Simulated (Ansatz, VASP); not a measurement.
**NaLa in VASP and in Ansatz**

```
CELL_PARAMETERS angstrom
3.69996 0.00000 0.00000
-1.84998 3.20426 0.00000
0.00000 0.00000 6.65227
ATOMIC_POSITIONS crystal
La 0.33333 0.66667 0.50000
Na 0.00000 0.00000 0.00000
```

Change from the starting cell: volume scaled by 1.08.

Alike in both runs: task single point; functional RPBE; k mesh 9 × 9 × 4; occupations gaussian, width 0.05 eV; no spin polarisation.

|  | VASP | Ansatz |
| --- | --- | --- |
| version | VASP 6.6.1 | Ansatz 0.2.0 |
| potentials or method | VASP PAW PBE potentials, release 64 (La, Na_pv), cutoff 520 eV | all-electron LAPW, scalar-relativistic |

Ansatz gave:

```
gap on the k mesh at the Fermi level (eV)                     : none
pressure (GPa)                                                : -0.3
traceless stress, the component that is largest in VASP (GPa) : 0.08
```

Problem. Which values does VASP return?

Solution. gap on the k mesh at the Fermi level (eV): none; pressure (GPa): -0.3; traceless stress, the component that is largest in VASP (GPa): 0.07.

VASP's potentials were made for PBE, not for RPBE. A gap of «none» marks a metal or a gap that the smearing closes. Ansatz ran all-electron here, and VASP with PAW potentials.

Neither program's run includes spin-orbit coupling.
